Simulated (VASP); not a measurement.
Input of a VASP 6.6.1 run:

Contents of INCAR:

```
SYSTEM = Ti2Te2S
PREC = Accurate
ENCUT = 500
EDIFF = 1E-6
ISMEAR = 0
SIGMA = 0.1
LREAL = .False.
LASPH = .True.
NELM = 120
ALGO = Normal
ISIF = 2
LWAVE = .False.
LCHARG = .False.
GGA = PE
NBANDS = 29
GGA_COMPAT = .False.
```

Contents of KPOINTS:

```
Automatic mesh
0
Gamma
  12 12 4
  0 0 0
```

POSCAR

```
Ti2Te2S
1.0
    3.6095059473      0.0000000000      0.0000000000
   -1.8047529737      3.1259238455      0.0000000000
    0.0000000000      0.0000000000      9.9468079802
Ti Te S
2 2 1
Direct
    0.6666666667      0.3333333333      0.8723187598
    0.3333333333      0.6666666667      0.1276812402
    0.3333333333      0.6666666667      0.6843760711
    0.6666666667      0.3333333333      0.3156239289
    0.0000000000      0.0000000000      0.0000000000
```

Potentials or basis: VASP PAW PBE potentials, release 64 (Ti_sv, Te, S).

Launch:

```console
$ cat potpaw_PBE.64/Ti_sv/POTCAR potpaw_PBE.64/Te/POTCAR potpaw_PBE.64/S/POTCAR > POTCAR
$ mpirun -np 1 vasp_std > vasp.out
```

(1) What does it give for the band gap on the k mesh?

(2) Estimate the largest force.

(3) Predict the pressure.

Results:

(1) zero (band 21 reaches 7.95 eV, above the bottom of band 22 at 7.48 eV).

(2) 0.009 eV/Å.

(3) 0.5 GPa.

Caveat: spin-orbit coupling is left out, which moves the levels of the heavy elements; this functional lacks dispersion, which binds the layers, so the pressure and a relaxed spacing across them are unreliable.
